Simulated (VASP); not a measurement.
# TiO2: single point with r2SCAN+U

TiO2:

```xyz
6
Lattice="-1.9243 1.9243 4.7010 1.9243 -1.9243 4.7010 1.9243 1.9243 -4.7010" Properties=species:S:1:pos:R:3 pbc="T T T"
Ti    0.0000    0.0000    0.0000
Ti    0.0000    1.9243    2.3505
O     0.0000    0.0000    1.9379
O     0.0000    1.9243    4.2884
O     0.0000    1.9243    0.4126
O     0.0000    0.0000    7.4641
```

This cell differs from its parent crystal: ratio of the length along z to the lengths across it x 0.96, volume and fractional coordinates fixed.

* Program: VASP 6.6.1
* Task: single point
* Functional: r2SCAN
* Potentials or basis: VASP PAW PBE potentials, release 64 (Ti_sv, O)
* Cutoff: 520 eV
* k mesh: 10 × 10 × 10
* Occupations: gaussian, width 0.05 eV
* Spin: no spin polarisation
* Hubbard terms: Ti d U = 4.0 eV

* Pressure: 6.0 GPa
* Largest force: 0.804 eV/Å
* Band gap on the k mesh: 3.19 eV (least direct gap 3.50 eV)

Forces on the atoms (eV/Å):
```
Ti   0.000  0.000  0.000
Ti   0.000  0.000  0.000
O    0.000  0.000  0.804
O    0.000  0.000  0.804
O    0.000  0.000 -0.804
O    0.000  0.000 -0.804
```

Stress tensor (GPa, compression positive):
```
 2.00  0.00  0.00
 0.00  2.00  0.00
 0.00  0.00 13.97
```

Levels at points of the mesh, in eV from the valence-band top:
```
           k point  band 20  band 21  band 22  band 23  band 24  band 25  band 26  band 27  band 28  band 29
(0.00, 0.00, 0.00)    -0.70    -0.60    -0.60    -0.42    -0.42     3.19     4.03     4.99     4.99     5.05
(0.50, 0.00, 0.00)    -1.92    -1.75    -0.87    -0.78    -0.60     4.24     4.49     4.55     4.69     5.25
(0.50, 0.50, 0.00)    -2.57    -1.87    -1.87    -0.04    -0.04     4.41     4.41     4.79     4.79     5.79
(0.50, 0.50, 0.50)    -1.37    -1.17    -1.17    -0.10    -0.10     3.59     3.59     4.88     4.88     5.20
```

Eigenvalues of the final occupation matrices:
```csv
site,spin,trace,eigenvalues
site 1 d,1,0.78,0.09 0.10 0.10 0.23 0.26
site 1 d,2,0.78,0.09 0.10 0.10 0.23 0.26
site 2 d,1,0.78,0.09 0.10 0.10 0.23 0.26
site 2 d,2,0.78,0.09 0.10 0.10 0.23 0.26
```

It took 34 min on 1 thread of Intel Xeon 8259CL (shared host), peak memory 0.38 GiB.

Caveat: the stress differs along the axes, from 2 to 14 GPa; the PAW data sets were made with another functional, which shifts forces and pressure a little. A k mesh can miss the band edges.
